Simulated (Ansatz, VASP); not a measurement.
# Two plane-wave programs on Ba2MgAlC6N6

```
CELL_PARAMETERS angstrom
0.00000 5.30369 5.30369
5.30369 0.00000 5.30369
5.30369 5.30369 0.00000
ATOMIC_POSITIONS crystal
Ba 0.25000 0.25000 0.25000
Ba 0.75000 0.75000 0.75000
Mg 0.00000 0.00000 0.00000
Al 0.50000 0.50000 0.50000
C 0.79288 0.20712 0.20712
C 0.20712 0.79288 0.20712
C 0.20712 0.20712 0.79288
C 0.20712 0.79288 0.79288
C 0.79288 0.20712 0.79288
C 0.79288 0.79288 0.20712
N 0.68046 0.31954 0.31954
N 0.31954 0.68046 0.31954
N 0.31954 0.31954 0.68046
N 0.31954 0.68046 0.68046
N 0.68046 0.31954 0.68046
N 0.68046 0.68046 0.31954
```

Alike in both runs: functional PBE; k mesh 6 × 6 × 6; occupations gaussian, width 0.1 eV; no spin polarisation.

Ansatz relaxed the structure, and its values are those at the end. VASP's run is a single point on that final structure, the one shown.

|  | VASP | Ansatz |
| --- | --- | --- |
| version | VASP 6.6.1 | Ansatz 0.2.0 |
| potentials or method | VASP PAW PBE potentials, release 64 (Ba_sv, Mg, Al, C, N), cutoff 520 eV | scalar-relativistic, plane waves, PAW |
| valence electrons in the cell | 79 | 87 |

```tsv
	VASP	Ansatz	Ansatz less VASP
gap on the k mesh at the Fermi level (eV)	none	none	-
pressure (GPa)	0.3	0.0	-0.30
rms of the force components (eV/Å)	0.147	0.000	-0.1471
```

A gap of «none» marks a metal or a gap that the smearing closes. One of these differences is far larger than is usual between the two programs; its cause wasn't traced. VASP's potentials hold 79 valence electrons a cell and Ansatz's 87, so a difference there can come from the potentials and not from the codes.

Spin-orbit coupling is off throughout. Noted on VASP's run: the standard files for N, O and F lose accuracy on very short bonds.
